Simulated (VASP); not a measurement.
# Sn (I4_1/amd) in VASP: single point with PBE

Aim: the single point of Sn with PBE.

Everything below comes from runs of VASP 6.6.1. Logs are shortened: lines on timing, memory, paths and dates and some standing lists are left out, and cuts for length are marked.

## Step 1: The cell of the first run

Symmetry: I4_1/amd, No. 141, tetragonal system. The conventional cell has a = 5.839 Å, b = 5.839 Å, c = 3.188 Å, α = 90.00°, β = 90.00°, γ = 90.00°. Within 4.0 Å of Sn (site symmetry -4m2) lie 10 Sn at 3.03 to 3.77 Å.

## Step 2: Single point, PBE

File INCAR:

```
PREC = Accurate
ENCUT = 500
EDIFF = 1E-6
ISMEAR = -1
SIGMA = 0.1
LREAL = F
LASPH = T
NELM = 120
ALGO = Normal
ISIF = 2
LWAVE = F
LCHARG = F
GGA = PE
NBANDS = 21
GGA_COMPAT = F
```

File KPOINTS:

```
regular mesh
0
Gamma
  13 13 13
```

File POSCAR:

```
Sn
1.0
   -2.9196440750      2.9196440750      1.5938000000
    2.9196440750     -2.9196440750      1.5938000000
    2.9196440750      2.9196440750     -1.5938000000
Sn
2
Direct
    0.0000000000      1.0000000000      0.0000000000
    0.7500000000      0.2500000000      0.5000000000
```

Potentials or basis: VASP PAW PBE potentials, release 64 (Sn_d).

Run with:

```bash
$ cat potpaw_PBE.64/Sn_d/POTCAR > POTCAR
$ mpirun -np 1 vasp_std > vasp.out
```

OUTCAR:

```text
PREC = Accurate
   ENCUT = 500
   EDIFF = 1E-6
   ISMEAR = -1
   LREAL = F
   LASPH = T
   NELM = 120
   ISIF = 2
   GGA = PE

 ion  position               nearest neighbor table
   1  0.000  0.000  0.000-   2 3.03   2 3.03   2 3.03   2 3.03
   2  0.750  0.250  0.500-   1 3.03   1 3.03   1 3.03   1 3.03

  LATTYP: Found a body centered tetragonal cell.
 ALAT       =     5.8392881500
 C/A-ratio  =     0.5458884573

  Lattice vectors:

 A1 = (  -2.9196440750,   2.9196440750,   1.5938000000)
 A2 = (   2.9196440750,  -2.9196440750,   1.5938000000)
 A3 = (   2.9196440750,   2.9196440750,  -1.5938000000)

Analysis of symmetry for initial positions (statically):
=====================================================================
 Subroutine PRICEL returns:
 Original cell was already a primitive cell.

 Routine SETGRP: Setting up the symmetry group for a
 body centered tetragonal supercell.

 Subroutine GETGRP returns: Found 16 space group operations
 (whereof  8 operations were pure point group operations)
 out of a pool of 16 trial point group operations.

The static configuration has the point symmetry D_2d.
 The point group associated with its full space group is D_4h.

Analysis of symmetry for dynamics (positions and initial velocities):
=====================================================================
 Subroutine PRICEL returns:
 Original cell was already a primitive cell.

 Routine SETGRP: Setting up the symmetry group for a
 body centered tetragonal supercell.

 Subroutine GETGRP returns: Found 16 space group operations
 (whereof  8 operations were pure point group operations)
 out of a pool of 16 trial point group operations.

The dynamic configuration has the point symmetry D_2d.
 The point group associated with its full space group is D_4h.

 Subroutine INISYM returns: Found 16 space group operations
 (whereof  8 operations are pure point group operations),
 and found     1 'primitive' translations

----------------------------------------------------------------------------------------

                                     Primitive cell

  volume of cell :      54.3443

  direct lattice vectors                    reciprocal lattice vectors
    -2.919644075  2.919644075  1.593800000     0.000000000  0.171253751  0.313715648
     2.919644075 -2.919644075  1.593800000     0.171253751  0.000000000  0.313715648
     2.919644075  2.919644075 -1.593800000     0.171253751  0.171253751  0.000000000

  length of vectors
     4.425928320  4.425928320  4.425928320     0.357414822  0.357414822  0.242189378

  position of ions in fractional coordinates (direct lattice)
     0.000000000  0.000000000  0.000000000
     0.750000000  0.250000000  0.500000000

  ion indices of the primitive-cell ions
   primitive index   ion index
                 1           1
                 2           2

----------------------------------------------------------------------------------------

 KPOINTS: regular mesh

Automatic generation of k-mesh.
 Grid dimensions read from file:
 generate k-points for:   13   13   13

 Generating k-lattice:

  Cartesian coordinates                     Fractional coordinates (reciprocal lattice)
     0.000000000  0.013173365  0.024131973     0.076923077  0.000000000  0.000000000
     0.013173365  0.000000000  0.024131973     0.000000000  0.076923077  0.000000000
     0.013173365  0.013173365  0.000000000     0.000000000  0.000000000  0.076923077

  Length of vectors
     0.027493448  0.027493448  0.018629952

  Shift w.r.t. Gamma in fractional coordinates (k-lattice)
     0.000000000  0.000000000  0.000000000

 Subroutine IBZKPT returns following result:
 ===========================================

 Found    196 irreducible k-points:

 Following reciprocal coordinates:
            Coordinates               Weight
  0.000000  0.000000  0.000000      1.000000
  0.076923  0.000000  0.000000      8.000000
  0.153846  0.000000 -0.000000      8.000000
  0.230769  0.000000  0.000000      8.000000
  0.307692  0.000000 -0.000000      8.000000
  0.384615  0.000000  0.000000      8.000000
[... 16 lines left out ...]
  0.384615  0.153846  0.000000     16.000000
  0.461538  0.153846 -0.000000     16.000000
 [... further k-points ...]
   k-points           NKPTS =    196   k-points in BZ     NKDIM =    196   number of bands    NBANDS=     21
   number of dos      NEDOS =    301   number of ions     NIONS =      2
   total plane-waves  NPLWV =  32768
   dimension x,y,z NGX =    32 NGY =   32 NGZ =   32
   dimension x,y,z NGXF=    64 NGYF=   64 NGZF=   64
   ions per type =               2
   NGX,Y,Z   is equivalent  to a cutoff of  12.02, 12.02, 12.02 a.u.
   NGXF,Y,Z  is equivalent  to a cutoff of  24.04, 24.04, 24.04 a.u.
 SYSTEM =  unknown system
   PREC   = accura    normal or accurate (medium, high low for compatibility)
   ISTART =      0    job   : 0-new  1-cont  2-samecut
   ICHARG =      2    charge: 1-file 2-atom 10-const
   ISPIN  =      1    spin polarized calculation?
   LNONCOLLINEAR =      F non collinear calculations
   LSORBIT =      F    spin-orbit coupling
   LASPH  =      T    aspherical Exc in radial PAW
   ENCUT  =  500.0 eV  36.75 Ry    6.06 a.u.   8.07  8.07  8.07*2*pi/ulx,y,z
   NELM   =    120;   NELMIN=  2; NELMDL= -5     # of ELM steps
   EDIFF  = 0.1E-05   stopping-criterion for ELM
   LREAL  =      F    real-space projection
   EDIFFG = 0.1E-04   stopping-criterion for IOM
   NSW    =      0    number of steps for IOM
   IBRION =     -1    ionic relax: 0-MD 1-quasi-New 2-CG
   NFREE  =      0    steps in history (QN), initial steepest desc. (CG)
   ISIF   =      2    stress and relaxation
   ISYM   =      2    0-nonsym 1-usesym 2-fastsym
   POTIM  = 0.5000    time-step for ionic-motion
   TEBEG  =    0.0;   TEEND  =   0.0 temperature during run
   PSTRESS=    0.0 pullay stress
   NELECT =      28.0000    total number of electrons
   NUPDOWN=      -1.0000    fix difference up-down
   EMIN   =  10.00;   EMAX   =-10.00  energy-range for DOS
   EFERMI =   0.00;   METHOD = LEGACY
   ISMEAR =    -1;   SIGMA  =   0.10  broadening in eV -4-tet -1-fermi 0-gaus
   EFERMI_NEDOS =   21; number of points for ismear=-14 and -15
   IALGO  =     38    algorithm
   IMIX   =      4    mixing-type and parameters
     AMIX     =   0.40;   BMIX     =  1.00
     AMIX_MAG =   1.60;   BMIX_MAG =  1.00
  volume/ion in A,a.u.               =      27.17       183.37
  Fermi-wavevector in a.u.,A,eV,Ry     =   1.312430  2.480134 23.435677  1.722474
  Thomas-Fermi vector in A             =   2.442823
   LORBIT       =      0    0 simple, 1 ext, 2 COOP (PROOUT), +10 PAW based schemes
   GGA     = PE    functional components
   LHFCALC =     F    Hartree Fock is set to
   AEXX    =    0.0000 exact exchange contribution
   IVDW    =     0    specifies the selected vdW correction
   LEPSILON=     F    determine dielectric tensor
   LRPA    =     F    only Hartree local field effects (RPA)
 non-spin polarized calculation
  energy-cutoff  :      500.00
  volume of cell :       54.34
 maximum number of plane-waves:      1406
   NGX = 17   NGY = 17   NGZ = 17

 number of electron      27.9999983 magnetization

 Free energy of the ion-electron system (eV)
  ---------------------------------------------------
  ext. energy  EPLUGINS =         0.00000000
  ---------------------------------------------------
  free energy    TOTEN  =        -7.61108996 eV

  energy without entropy =       -7.58203439  energy(sigma->0) =       -7.59656217

 E-fermi :   7.9335     XC(G=0): -10.2996

 val. band max:        7.9197746575   @ k =  -0.1538   0.3846   0.0769
 cond. band min:       7.9408655060   @ k =   0.4615   0.3077  -0.0000
 fundamental gap:      0.0210908485
 Fermi energy:         7.9334767803

 k-point     1 :       0.0000    0.0000    0.0000
  band No.  band energies     occupation
      1     -13.6990      2.00000
      2     -13.6123      2.00000
      3     -13.5727      2.00000
      4     -13.5576      2.00000
      5     -13.4118      2.00000
      6     -13.4118      2.00000
[... 13 lines left out ...]
     20      17.8281      0.00000
     21      18.4862      0.00000

 k-point     2 :       0.0769    0.0000    0.0000
  band No.  band energies     occupation
      1     -13.6953      2.00000
      2     -13.6006      2.00000
      3     -13.5685      2.00000
      4     -13.5440      2.00000
      5     -13.4203      2.00000
      6     -13.4190      2.00000
[... 13 lines left out ...]
     20      17.4268      0.00000
     21      17.5356      0.00000

 k-point     3 :       0.1538    0.0000   -0.0000
  band No.  band energies     occupation
      1     -13.6842      2.00000
      2     -13.5700      2.00000
      3     -13.5565      2.00000
      4     -13.5113      2.00000
      5     -13.4391      2.00000
      6     -13.4272      2.00000
[... 13 lines left out ...]
     20      16.2206      0.00000
     21      16.4887      0.00000

 k-point     4 :       0.2308    0.0000    0.0000
  band No.  band energies     occupation
      1     -13.6677      2.00000
      2     -13.5401      2.00000
      3     -13.5352      2.00000
      4     -13.4887      2.00000
      5     -13.4613      2.00000
      6     -13.4222      2.00000
[... 13 lines left out ...]
     20      15.3169      0.00000
     21      16.5039      0.00000

 k-point     5 :       0.3077    0.0000   -0.0000
  band No.  band energies     occupation
      1     -13.6502      2.00000
      2     -13.5266      2.00000
      3     -13.5164      2.00000
      4     -13.4985      2.00000
      5     -13.4774      2.00000
      6     -13.4376      2.00000
[... 13 lines left out ...]
     20      14.7246      0.00000
     21      17.1598      0.00000
[... 382 lines left out ...]
     20      15.1907      0.00000
     21      16.2616      0.00000

 k-point    22 :       0.3077    0.1538   -0.0000
  band No.  band energies     occupation
      1     -13.6389      2.00000
      2     -13.5428      2.00000
      3     -13.5131      2.00000
      4     -13.4981      2.00000
      5     -13.4723      2.00000
      6     -13.4560      2.00000
[... 13 lines left out ...]
     20      16.1276      0.00000
     21      17.2319      0.00000

 k-point    23 :       0.3846    0.1538    0.0000
  band No.  band energies     occupation
      1     -13.6276      2.00000
      2     -13.5506      2.00000
      3     -13.5274      2.00000
      4     -13.4874      2.00000
      5     -13.4738      2.00000
      6     -13.4446      2.00000
[... 13 lines left out ...]
     20      17.0067      0.00000
     21      17.5271      0.00000

 k-point    24 :       0.4615    0.1538   -0.0000
  band No.  band energies     occupation
      1     -13.6196      2.00000
      2     -13.5510      2.00000
      3     -13.5280      2.00000
      4     -13.4884      2.00000
      5     -13.4679      2.00000
      6     -13.4413      2.00000
[... 13 lines left out ...]
     20      16.8096      0.00000
     21      17.2864      0.00000

 [... further k-points ...]

------------------------ aborting loop because EDIFF is reached ----------------------------------------

  FORCE on cell =-STRESS in cart. coord.  units (eV):
  Direction    XX          YY          ZZ          XY          YZ          ZX
  --------------------------------------------------------------------------------------
  -------------------------------------------------------------------------------------
  Total        0.8341006      0.8341006      0.7014555      0.0000000      0.0000000      0.0000000
  in kB       24.5909537     24.5909537     20.6803119      0.0000000      0.0000000      0.0000000
  external PRESSURE =      23.2874064 kB  Pullay stress =       0.0000000 kB

 VOLUME and BASIS-vectors are now :
 -----------------------------------------------------------------------------
  energy-cutoff  :      500.00
  volume of cell :       54.34
      direct lattice vectors                 reciprocal lattice vectors
    -2.919644075  2.919644075  1.593800000     0.000000000  0.171253751  0.313715648
     2.919644075 -2.919644075  1.593800000     0.171253751  0.000000000  0.313715648
     2.919644075  2.919644075 -1.593800000     0.171253751  0.171253751  0.000000000

 POSITION                                       TOTAL-FORCE (eV/Angst)
 -----------------------------------------------------------------------------------
      0.00000      0.00000      0.00000         0.000000     -0.000000      0.000000
      0.00000      2.91964      0.79690        -0.000000      0.000000     -0.000000
 -----------------------------------------------------------------------------------
    total drift:                                0.000000     -0.000000      0.000000

  FREE ENERGIE OF THE ION-ELECTRON SYSTEM (eV)
  ---------------------------------------------------
  free  energy   TOTEN  =        -7.6110899559 eV

  energy  without entropy=       -7.5820343891  energy(sigma->0) =       -7.59656217
```

Wall time 2.1 min (1 thread of AMD EPYC 7R43 (Zen 3), shared host); peak memory 0.26 GiB.

What came out:

* Free energy: -7.6111 eV
* Pressure: 2.3 GPa
* Band gap on the k mesh: zero (bands 14 and 15 overlap by 4.19 eV)

Stress tensor (GPa, compression positive):
```
2.46 0.00 0.00
0.00 2.46 0.00
0.00 0.00 2.07
```

Caveat: spin-orbit coupling is left out, which moves the levels of the heavy elements.
